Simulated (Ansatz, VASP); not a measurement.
**Se in VASP and in Ansatz**

```
Se
1.0
     3.13207    0.00000    0.00000
    -1.56604    2.71245    0.00000
     0.00000    0.00000    2.61939
Se
1
Direct
  0.00000 0.00000 0.00000
```

Alike in both runs: functional PBE; k mesh 16 × 16 × 15; occupations fermi-dirac, width 0.1 eV; no spin polarisation.

Ansatz relaxed the structure, and its values are those at the end. VASP's run is a single point on that final structure, the one shown.

|  | VASP | Ansatz |
| --- | --- | --- |
| version | VASP 6.6.1 | Ansatz 0.2.0 |
| potentials or method | VASP PAW PBE potentials, release 64 (Se) | PAW with Ansatz's default frozen-core files, scalar-relativistic |
| plane-wave cutoff (eV) | 520 | 420 |
| valence electrons in the cell | 6 | 16 |

```tsv
	VASP	Ansatz	Ansatz less VASP
pressure (GPa)	0.0	0.0	-0.02
```

The functional is the same, so the differences come from potentials, cutoffs and numerics. VASP's potentials hold 6 valence electrons a cell and Ansatz's 16, so a difference there can come from the potentials and not from the codes.
